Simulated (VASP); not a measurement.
# TiO2 (R-3m) in VASP: single point with r2SCAN

Aim: the single point of TiO2 with r2SCAN.

Program: VASP 6.6.1. These are calculated values, not measurements. Logs are shortened: lines on timing, memory, paths and dates and some standing lists are left out, and cuts for length are marked.

**1. The cell of the first run**

It takes space group R-3m (No. 166, trigonal). Conventional cell: a = 2.995 Å, b = 2.995 Å, c = 20.945 Å, α = 90.00°, β = 90.00°, γ = 120.00°. Ti (site symmetry -3m) has 6 O at 1.98 Å within 2.6 Å. O (site symmetry 3m) has 3 Ti at 1.98 Å and 3 O at 2.60 Å within 2.6 Å.

**2. Single point, r2SCAN**

POSCAR reads:

```
TiO2
1.0
    1.4973300000      0.8644800000      6.9815400000
   -1.4973300000      0.8644800000      6.9815400000
    0.0000000000     -1.7289700000      6.9815400000
Ti O
1 2
Direct
    0.0000000000      0.0000000000      0.0000000000
    0.6204700000      0.6204700000      0.6204700000
    0.3795300000      0.3795300000      0.3795300000
```

INCAR.step1 reads:

```
SYSTEM = TiO2
PREC = Accurate
ENCUT = 520
ISMEAR = 0
SIGMA = 0.01
LREAL = .False.
LASPH = .True.
NELM = 60
NBANDS = 19
GGA = PE
ALGO = Normal
EDIFF = 1E-4
LWAVE = .True.
LCHARG = .False.
```

INCAR.step2 reads:

```
SYSTEM = TiO2
PREC = Accurate
ENCUT = 520
EDIFF = 1E-6
ISMEAR = 0
SIGMA = 0.01
LREAL = .False.
LASPH = .True.
NELM = 60
ALGO = Normal
ISIF = 2
LWAVE = .False.
LCHARG = .False.
METAGGA = R2SCAN
LMIXTAU = .True.
NBANDS = 19
ISTART = 1
```

KPOINTS reads:

```
Automatic mesh
0
Gamma
  6 6 6
  0 0 0
```

Potentials or basis: VASP PAW PBE potentials, release 64 (Ti_sv, O).

The run is started by

```sh
$ cat potpaw_PBE.64/Ti_sv/POTCAR potpaw_PBE.64/O/POTCAR > POTCAR
$ cp INCAR.step1 INCAR
$ mpirun -np 1 vasp_std > vasp.out
$ cp INCAR.step2 INCAR
$ mpirun -np 1 vasp_std > vasp.out
```

OUTCAR:

```text
SYSTEM = TiO2
   PREC = Accurate
   ENCUT = 520
   EDIFF = 1E-6
   ISMEAR = 0
   LREAL = .False.
   LASPH = .True.
   NELM = 60
   ISIF = 2
   METAGGA = R2SCAN
   ISTART = 1

 ion  position               nearest neighbor table
   1  0.000  0.000  0.000-   2 1.98   3 1.98   2 1.98   2 1.98   3 1.98   3 1.98
   2  0.620  0.620  0.620-   1 1.98   1 1.98   1 1.98
   3  0.380  0.380  0.380-   1 1.98   1 1.98   1 1.98

  LATTYP: Found a trigonal (rhomboedric) cell.
 ALAT       =     7.1924421145
 COS(alpha) =     0.9133213184

  Lattice vectors:

 A1 = (   1.4973300000,   0.8644800000,   6.9815400000)
 A2 = (  -1.4973300000,   0.8644800000,   6.9815400000)
 A3 = (   0.0000000000,  -1.7289700000,   6.9815400000)

Analysis of symmetry for initial positions (statically):
=====================================================================
 Subroutine PRICEL returns:
 Original cell was already a primitive cell.

 Routine SETGRP: Setting up the symmetry group for a
 trigonal (rhombohedral) supercell.

 Subroutine GETGRP returns: Found 12 space group operations
 (whereof 12 operations were pure point group operations)
 out of a pool of 12 trial point group operations.

The static configuration has the point symmetry D_3d.

Analysis of symmetry for dynamics (positions and initial velocities):
=====================================================================
 Subroutine PRICEL returns:
 Original cell was already a primitive cell.

 Routine SETGRP: Setting up the symmetry group for a
 trigonal (rhombohedral) supercell.

 Subroutine GETGRP returns: Found 12 space group operations
 (whereof 12 operations were pure point group operations)
 out of a pool of 12 trial point group operations.

The dynamic configuration has the point symmetry D_3d.

 Subroutine INISYM returns: Found 12 space group operations
 (whereof 12 operations are pure point group operations),
 and found     1 'primitive' translations

----------------------------------------------------------------------------------------

                                     Primitive cell

  volume of cell :      54.2221

  direct lattice vectors                    reciprocal lattice vectors
     1.497330000  0.864480000  6.981540000     0.333927725  0.192793383  0.047745050
    -1.497330000  0.864480000  6.981540000    -0.333927725  0.192793383  0.047745050
     0.000000000 -1.728970000  6.981540000     0.000000000 -0.385586767  0.047744774

  length of vectors
     7.192442115  7.192442115  7.192443120     0.388531342  0.388531342  0.388531489

  position of ions in fractional coordinates (direct lattice)
     0.000000000  0.000000000  0.000000000
     0.620470000  0.620470000  0.620470000
     0.379530000  0.379530000  0.379530000

  ion indices of the primitive-cell ions
   primitive index   ion index
                 1           1
                 2           2
                 3           3

----------------------------------------------------------------------------------------

 KPOINTS: Automatic mesh

Automatic generation of k-mesh.
 Grid dimensions read from file:
 generate k-points for:    6    6    6

 Generating k-lattice:

  Cartesian coordinates                     Fractional coordinates (reciprocal lattice)
     0.055654621  0.032132231  0.007957508     0.166666667  0.000000000  0.000000000
    -0.055654621  0.032132231  0.007957508     0.000000000  0.166666667  0.000000000
     0.000000000 -0.064264461  0.007957462     0.000000000  0.000000000  0.166666667

  Length of vectors
     0.064755224  0.064755224  0.064755248

  Shift w.r.t. Gamma in fractional coordinates (k-lattice)
     0.000000000  0.000000000  0.000000000

 Subroutine IBZKPT returns following result:
 ===========================================

 Found     32 irreducible k-points:

 Following reciprocal coordinates:
            Coordinates               Weight
  0.000000  0.000000  0.000000      1.000000
  0.166667  0.000000 -0.000000      6.000000
  0.333333 -0.000000 -0.000000      6.000000
  0.500000  0.000000  0.000000      3.000000
  0.166667  0.166667 -0.000000      6.000000
  0.333333  0.166667 -0.000000     12.000000
[... 16 lines left out ...]
  0.500000  0.500000  0.166667      6.000000
 -0.333333  0.500000  0.166667     12.000000
 [... further k-points ...]
   k-points           NKPTS =     32   k-points in BZ     NKDIM =     32   number of bands    NBANDS=     19
   number of dos      NEDOS =    301   number of ions     NIONS =      3
   total plane-waves  NPLWV = 157464
   dimension x,y,z NGX =    54 NGY =   54 NGZ =   54
   dimension x,y,z NGXF=   108 NGYF=  108 NGZF=  108
   ions per type =               1   2
   NGX,Y,Z   is equivalent  to a cutoff of  12.48, 12.48, 12.48 a.u.
   NGXF,Y,Z  is equivalent  to a cutoff of  24.96, 24.96, 24.96 a.u.
 SYSTEM =  TiO2
   PREC   = accura    normal or accurate (medium, high low for compatibility)
   ISTART =      1    job   : 0-new  1-cont  2-samecut
   ICHARG =      0    charge: 1-file 2-atom 10-const
   ISPIN  =      1    spin polarized calculation?
   LNONCOLLINEAR =      F non collinear calculations
   LSORBIT =      F    spin-orbit coupling
   LASPH  =      T    aspherical Exc in radial PAW
   ENCUT  =  520.0 eV  38.22 Ry    6.18 a.u.  13.37 13.37 13.37*2*pi/ulx,y,z
   NELM   =     60;   NELMIN=  2; NELMDL=  0     # of ELM steps
   EDIFF  = 0.1E-05   stopping-criterion for ELM
   LREAL  =      F    real-space projection
   EDIFFG = 0.1E-04   stopping-criterion for IOM
   NSW    =      0    number of steps for IOM
   IBRION =     -1    ionic relax: 0-MD 1-quasi-New 2-CG
   NFREE  =      0    steps in history (QN), initial steepest desc. (CG)
   ISIF   =      2    stress and relaxation
   ISYM   =      2    0-nonsym 1-usesym 2-fastsym
   POTIM  = 0.5000    time-step for ionic-motion
   TEBEG  =    0.0;   TEEND  =   0.0 temperature during run
   PSTRESS=    0.0 pullay stress
   NELECT =      24.0000    total number of electrons
   NUPDOWN=      -1.0000    fix difference up-down
   EMIN   =  10.00;   EMAX   =-10.00  energy-range for DOS
   EFERMI =   0.00;   METHOD = LEGACY
   ISMEAR =     0;   SIGMA  =   0.01  broadening in eV -4-tet -1-fermi 0-gaus
   EFERMI_NEDOS =   21; number of points for ismear=-14 and -15
   IALGO  =     38    algorithm
   IMIX   =      4    mixing-type and parameters
     AMIX     =   0.40;   BMIX     =  1.00
     AMIX_MAG =   1.60;   BMIX_MAG =  1.00
  volume/ion in A,a.u.               =      18.07       121.97
  Fermi-wavevector in a.u.,A,eV,Ry     =   1.247632  2.357682 21.178619  1.556585
  Thomas-Fermi vector in A             =   2.381755
   LORBIT       =      0    0 simple, 1 ext, 2 COOP (PROOUT), +10 PAW based schemes
   METAGGA = R2SCAN    functional components
   LHFCALC =     F    Hartree Fock is set to
   AEXX    =    0.0000 exact exchange contribution
   IVDW    =     0    specifies the selected vdW correction
   LEPSILON=     F    determine dielectric tensor
   LRPA    =     F    only Hartree local field effects (RPA)
 non-spin polarized calculation
 Gauss-broadening in eV      SIGMA  =   0.01
  energy-cutoff  :      520.00
  volume of cell :       54.22
 maximum number of plane-waves:      1507
 NGX is ok and might be reduce to    54
   NGX = 27   NGY = 27   NGZ = 27

 number of electron      24.0000006 magnetization

 Free energy of the ion-electron system (eV)
  ---------------------------------------------------
  ext. energy  EPLUGINS =         0.00000000
  ---------------------------------------------------
  free energy    TOTEN  =       -34.37129891 eV

  energy without entropy =      -34.37129891  energy(sigma->0) =      -34.37129891

 E-fermi :  -1.3786     XC(G=0):  -7.9019

 val. band max:       -1.4879633230   @ k =  -0.1667   0.1667   0.0000
 cond. band min:       1.6071767329   @ k =   0.1667   0.1667   0.1667
 fundamental gap:      3.0951400560
 Fermi energy:        -1.3785943660

 k-point     1 :       0.0000    0.0000    0.0000
  band No.  band energies     occupation
      1     -60.0587      2.00000
      2     -35.2646      2.00000
      3     -34.9964      2.00000
      4     -34.9964      2.00000
      5     -19.8691      2.00000
      6     -18.1401      2.00000
[... 11 lines left out ...]
     18       6.4265      0.00000
     19       9.7379      0.00000

 k-point     2 :       0.1667    0.0000   -0.0000
  band No.  band energies     occupation
      1     -60.0413      2.00000
      2     -35.2324      2.00000
      3     -35.1457      2.00000
      4     -35.0241      2.00000
      5     -19.5398      2.00000
      6     -18.3123      2.00000
[... 11 lines left out ...]
     18       7.2304      0.00000
     19      10.5736      0.00000

 k-point     3 :       0.3333   -0.0000   -0.0000
  band No.  band energies     occupation
      1     -60.0064      2.00000
      2     -35.4383      2.00000
      3     -35.1613      2.00000
      4     -35.0789      2.00000
      5     -19.0113      2.00000
      6     -18.4921      2.00000
[... 11 lines left out ...]
     18       9.0740      0.00000
     19      11.9989      0.00000

 k-point     4 :       0.5000    0.0000    0.0000
  band No.  band energies     occupation
      1     -59.9888      2.00000
      2     -35.5778      2.00000
      3     -35.1270      2.00000
      4     -35.1061      2.00000
      5     -19.0270      2.00000
      6     -18.2792      2.00000
[... 11 lines left out ...]
     18      11.2980      0.00000
     19      11.6938      0.00000

 k-point     5 :       0.1667    0.1667   -0.0000
  band No.  band energies     occupation
      1     -60.0413      2.00000
      2     -35.2323      2.00000
      3     -35.1457      2.00000
      4     -35.0241      2.00000
      5     -19.5397      2.00000
      6     -18.3124      2.00000
[... 11 lines left out ...]
     18       7.3314      0.00000
     19      10.2641      0.00000

 k-point     6 :       0.3333    0.1667   -0.0000
  band No.  band energies     occupation
      1     -60.0151      2.00000
      2     -35.3357      2.00000
      3     -35.1849      2.00000
      4     -35.0918      2.00000
      5     -19.0516      2.00000
      6     -18.5444      2.00000
[... 11 lines left out ...]
     18       8.6786      0.00000
     19      11.2934      0.00000

 k-point     7 :       0.5000    0.1667   -0.0000
  band No.  band energies     occupation
      1     -59.9888      2.00000
      2     -35.4995      2.00000
      3     -35.1904      2.00000
      4     -35.1266      2.00000
      5     -18.8452      2.00000
      6     -18.4655      2.00000
[... 11 lines left out ...]
     18      10.7461      0.00000
     19      12.9313      0.00000

 k-point     8 :      -0.3333    0.1667    0.0000
  band No.  band energies     occupation
      1     -59.9888      2.00000
      2     -35.4995      2.00000
      3     -35.1904      2.00000
      4     -35.1266      2.00000
      5     -18.8452      2.00000
      6     -18.4654      2.00000
[... 256 lines left out ...]
 k-point    20 :       0.5000    0.3333    0.1667
  band No.  band energies     occupation
      1     -60.0151      2.00000
      2     -35.3357      2.00000
      3     -35.1849      2.00000
      4     -35.0919      2.00000
      5     -19.0516      2.00000
      6     -18.5446      2.00000
[... 11 lines left out ...]
     18       8.8129      0.00000
     19      10.8861      0.00000

 k-point    21 :      -0.3333    0.3333    0.1667
  band No.  band energies     occupation
      1     -59.9888      2.00000
      2     -35.4995      2.00000
      3     -35.1904      2.00000
      4     -35.1266      2.00000
      5     -18.8452      2.00000
      6     -18.4654      2.00000
[... 11 lines left out ...]
     18      10.7077      0.00000
     19      12.7296      0.00000

 k-point    22 :      -0.1667    0.3333    0.1667
  band No.  band energies     occupation
      1     -59.9888      2.00000
      2     -35.4995      2.00000
      3     -35.1904      2.00000
      4     -35.1266      2.00000
      5     -18.8453      2.00000
      6     -18.4653      2.00000
[... 11 lines left out ...]
     18      10.9068      0.00000
     19      12.6002      0.00000

 k-point    23 :       0.5000    0.5000    0.1667
  band No.  band energies     occupation
      1     -60.0064      2.00000
      2     -35.4383      2.00000
      3     -35.1613      2.00000
      4     -35.0789      2.00000
      5     -19.0113      2.00000
      6     -18.4920      2.00000
[... 11 lines left out ...]
     18       9.3986      0.00000
     19      11.0303      0.00000

 k-point    24 :      -0.3333    0.5000    0.1667
  band No.  band energies     occupation
      1     -59.9888      2.00000
      2     -35.4995      2.00000
      3     -35.1904      2.00000
      4     -35.1266      2.00000
      5     -18.8454      2.00000
      6     -18.4653      2.00000
[... 11 lines left out ...]
     18      10.7588      0.00000
     19      12.5960      0.00000

 [... further k-points ...]
[... 5 lines left out ...]
  --------------------------------------------------------------------------------------
  -------------------------------------------------------------------------------------
  Total       -0.9449191     -0.9449179     -0.7572134      0.0000000      0.0000004      0.0000000
  in kB      -27.9208470    -27.9208118    -22.3744446      0.0000000      0.0000107      0.0000000
  external PRESSURE =     -26.0720345 kB  Pullay stress =       0.0000000 kB

 VOLUME and BASIS-vectors are now :
 -----------------------------------------------------------------------------
  energy-cutoff  :      520.00
  volume of cell :       54.22
      direct lattice vectors                 reciprocal lattice vectors
     1.497330000  0.864480000  6.981540000     0.333927725  0.192793383  0.047745050
    -1.497330000  0.864480000  6.981540000    -0.333927725  0.192793383  0.047745050
     0.000000000 -1.728970000  6.981540000     0.000000000 -0.385586767  0.047744774

 POSITION                                       TOTAL-FORCE (eV/Angst)
 -----------------------------------------------------------------------------------
      0.00000      0.00000      0.00000         0.000000      0.000000      0.000000
      0.00000     -0.00001     12.99551         0.000000     -0.000000      0.355995
      0.00000     -0.00000      7.94911         0.000000      0.000000     -0.355995
 -----------------------------------------------------------------------------------
    total drift:                                0.000000      0.000000      0.000000

  FREE ENERGIE OF THE ION-ELECTRON SYSTEM (eV)
  ---------------------------------------------------
  free  energy   TOTEN  =       -34.3712989136 eV

  energy  without entropy=      -34.3712989136  energy(sigma->0) =      -34.37129891
```

Run time: 31 min. Hardware: 1 thread of AMD EPYC 7R13, shared host; peak memory 0.41 GiB.

Results:

| Property | Result |
| --- | --- |
| Free energy | -34.3713 eV |
| Pressure | -2.6 GPa |
| Largest force | 0.356 eV/Å |
| Band gap on the k mesh | 3.10 eV, indirect (least direct gap 3.30 eV) |

Forces in eV/Å, atoms in the order of the input:
```
Ti   0.000  0.000  0.000
O    0.000  0.000  0.356
O    0.000  0.000 -0.356
```

Caveat: the PAW data sets were made with another functional, which shifts forces and pressure a little. r2SCAN opens gaps a little over a GGA but as a rule still falls short of measured ones.
